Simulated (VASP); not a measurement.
Set up this calculation in VASP 6.6.1, as the native input.

```yaml
Task: single point
Functional: r2SCAN
Potentials_or_basis: VASP PAW PBE potentials, release 64 (Ta_pv)
Cutoff: 520 eV
k_mesh: 11 × 11 × 5
Occupations: fermi-dirac, width 0.05 eV
Spin: no spin polarisation
Dipole_correction: no
Further_INCAR_settings: ALGO = Normal; EDIFF = 1e-06; NBANDS = 18
```

Ta:

```
Ta
1.0
     2.85618    0.00000    0.00000
    -1.42809    2.47352    0.00000
     0.00000    0.00000    5.10425
Ta
2
Direct
  0.33333 0.66667 0.25000
  0.66667 0.33333 0.75000
```

This isn't the form of Ta at room conditions, which is bcc.

The input as run:

POSCAR

```
Ta
1.0
    2.8561788059      0.0000000000      0.0000000000
   -1.4280894030      2.4735234037      0.0000000000
    0.0000000000      0.0000000000      5.1042509327
Ta
2
Direct
    0.3333333333      0.6666666667      0.2500000000
    0.6666666667      0.3333333333      0.7500000000
```

INCAR.step1

```
PREC     = Accurate       # precision mode
ENCUT    = 520            # plane-wave cutoff, eV
ISMEAR   = -1             # smearing method
SIGMA    = 0.05           # smearing width, eV
LREAL    = False          # projectors in reciprocal space
LASPH    = True           # aspherical terms in the spheres
NELM     = 60             # most SCF steps
NBANDS   = 18             # bands
GGA      = PE             # functional
ALGO     = Normal         # electronic algorithm
EDIFF    = 1E-4           # SCF threshold, eV
LWAVE    = True           # write WAVECAR
LCHARG   = False          # write CHGCAR
```

INCAR.step2

```
PREC     = Accurate       # precision mode
ENCUT    = 520            # plane-wave cutoff, eV
EDIFF    = 1E-6           # SCF threshold, eV
ISMEAR   = -1             # smearing method
SIGMA    = 0.05           # smearing width, eV
LREAL    = False          # projectors in reciprocal space
LASPH    = True           # aspherical terms in the spheres
NELM     = 60             # most SCF steps
ALGO     = Normal         # electronic algorithm
ISIF     = 2              # what is computed and relaxed
LWAVE    = False          # write WAVECAR
LCHARG   = True           # write CHGCAR
METAGGA  = R2SCAN         # meta-GGA
LMIXTAU  = True         
LELF     = True           # ELF
LVHAR    = True         
NBANDS   = 18             # bands
ISTART   = 1
```

KPOINTS

```
Automatic mesh
0
Gamma
  11 11 5
```

Potentials or basis: VASP PAW PBE potentials, release 64 (Ta_pv).

Command:

```bash
$ cat potpaw_PBE.64/Ta_pv/POTCAR > POTCAR
$ cp INCAR.step1 INCAR
$ mpirun -np 1 vasp_std > vasp.out
$ cp INCAR.step2 INCAR
$ mpirun -np 1 vasp_std > vasp.out
```

Results of the run:

The pressure is 5.6 GPa and the band gap on the k mesh is zero (bands 11 and 12 overlap by 1.58 eV).

Caveat: the cell stands under pressure; the PAW data sets were made with another functional, which shifts forces and pressure a little; spin-orbit coupling is left out, which moves the levels of the heavy elements.

It took 2.8 min on 1 thread of Intel Xeon 8259CL, on a shared host, peak memory 0.18 GiB.
